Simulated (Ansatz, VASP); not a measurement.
**One calculation of Se, two programs**

```xyz
3
Lattice="4.0390 0.0000 0.0000 -2.0195 3.4979 0.0000 0.0000 0.0000 5.1208" Properties=species:S:1:pos:R:3 pbc="T T T"
Se    1.0044    0.0000    1.7069
Se   -0.5022    0.8699    3.4139
Se    1.5173    2.6280    0.0000
```

Alike in both runs: functional PBEsol; k mesh 9 × 9 × 7; occupations fermi-dirac, width 0.05 eV; no spin polarisation.

Ansatz relaxed the structure, and its values are those at the end. VASP's run is a single point on that final structure, the one shown.

```csv
,VASP,Ansatz
version,VASP 6.6.1,Ansatz 0.2.0
potentials or method,"VASP PAW PBE potentials, release 64 (Se)","PAW with Ansatz's default frozen-core files, scalar-relativistic"
plane-wave cutoff (eV),520,420
valence electrons in the cell,18,48
```

|  | VASP | Ansatz | Ansatz less VASP |
| --- | --- | --- | --- |
| pressure (GPa) | 0.2 | 0.0 | -0.17 |
| rms of the force components (eV/Å) | 0.018 | 0.000 | -0.0176 |

VASP's potentials were made for PBE, not for PBEsol. With one functional, cell and mesh, what is left measures potentials, basis and numerics. VASP's potentials hold 18 valence electrons a cell and Ansatz's 48, so a difference there can come from the potentials and not from the codes.
